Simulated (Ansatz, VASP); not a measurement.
One calculation of CO, two programs

Contents of INCAR:

```
ALGO = Normal
EDIFF = 1E-6
ENCUT = 520
GGA = PS
ISIF = 2
ISMEAR = 0
LASPH = True
LCHARG = False
LREAL = Auto
LWAVE = False
NBANDS = 54
NELM = 80
PREC = Accurate
SIGMA = 0.05
```

KPOINTS

```
k-points
0
Gamma
  4 4 2
```

POSCAR

```
CO
1.0
    0.0000000000     -5.9526445718      0.0000000000
    0.0000000000      0.0000000000     -5.9526445718
   11.9052891436     -4.7621156574      0.0000000000
C O
8 8
Direct
   -0.0505081549      0.0353513179      0.1073243410
   -0.4505081549      0.0353513179      0.6073243410
    0.2505081549      0.5353513179      0.8926756590
    0.6505081549      0.5353513179      0.3926756590
   -0.2212107907      0.9646486821      0.8573243410
    0.1787892093      0.9646486821      0.3573243410
    0.0212107907      0.4646486821      0.6426756590
    0.4212107907      0.4646486821      0.1426756590
    0.3956835163      0.9254882259      0.6622558870
    0.7956835163      0.9254882259      0.1622558870
   -0.5956835163      0.4254882259      0.8377441130
   -0.1956835163      0.4254882259      0.3377441130
   -0.1552929355      0.0745117741      0.9122558870
    0.2447070645      0.0745117741      0.4122558870
    0.3552929355      0.5745117741      0.0877441130
   -0.0447070645      0.5745117741      0.5877441130
```

Input for Ansatz:

```yaml
crystal:
  lattice:
    - [0.0, -5.9526445718, 0.0]
    - [0.0, 0.0, -5.9526445718]
    - [11.9052891436, -4.7621156574, 0.0]
  atoms:
    - { symbol: C, position: [-0.0505081549, 0.0353513179, 0.107324341] }
    - { symbol: C, position: [-0.4505081549, 0.0353513179, 0.607324341] }
    - { symbol: C, position: [0.2505081549, 0.5353513179, 0.892675659] }
    - { symbol: C, position: [0.6505081549, 0.5353513179, 0.392675659] }
    - { symbol: C, position: [-0.2212107907, 0.9646486821, 0.857324341] }
    - { symbol: C, position: [0.1787892093, 0.9646486821, 0.357324341] }
    - { symbol: C, position: [0.0212107907, 0.4646486821, 0.642675659] }
    - { symbol: C, position: [0.4212107907, 0.4646486821, 0.142675659] }
    - { symbol: O, position: [0.3956835163, 0.9254882259, 0.662255887] }
    - { symbol: O, position: [0.7956835163, 0.9254882259, 0.162255887] }
    - { symbol: O, position: [-0.5956835163, 0.4254882259, 0.837744113] }
    - { symbol: O, position: [-0.1956835163, 0.4254882259, 0.337744113] }
    - { symbol: O, position: [-0.1552929355, 0.0745117741, 0.912255887] }
    - { symbol: O, position: [0.2447070645, 0.0745117741, 0.412255887] }
    - { symbol: O, position: [0.3552929355, 0.5745117741, 0.087744113] }
    - { symbol: O, position: [-0.0447070645, 0.5745117741, 0.587744113] }
basis:
  ecutwfc: 420
kpoints:
  mp_grid: { grid: [4, 4, 2] }
hamiltonian:
  xc: pbesol
scf:
  occupations: { method: gaussian, width: 0.05 }
output:
  forces: true
  stress: true
  eigenvalues: true
```

Alike in both runs: task single point; functional PBEsol; k mesh 4 × 4 × 2; occupations gaussian, width 0.05 eV; no spin polarisation.

```csv
,VASP,Ansatz
version,VASP 6.6.1,Ansatz 0.2.0
potentials or method,"VASP PAW PBE potentials, release 64 (C, O), cutoff 520 eV","scalar-relativistic, plane waves, PAW"
valence electrons in the cell,80,80
```

|  | VASP | Ansatz | Ansatz less VASP |
| --- | --- | --- | --- |
| gap on the k mesh at the Fermi level (eV) | 6.04 | 6.04 | +0.006 |
| least direct gap on the mesh (eV) | 6.05 | 6.05 | +0.005 |
| pressure (GPa) | 1.2 | 0.2 | -1.05 |
| traceless stress, the component that is largest in VASP (GPa) | -0.17 | -0.17 | +0.001 |
| rms of the force components (eV/Å) | 0.611 | 0.053 | -0.5585 |

VASP's potentials were made for PBE, not for PBEsol. Atom by atom the forces differ by 0.600 eV/Å (rms over components). One of these differences is far larger than is usual between the two programs; its cause wasn't traced.

Noted on VASP's run: the standard files for N, O and F lose accuracy on very short bonds.
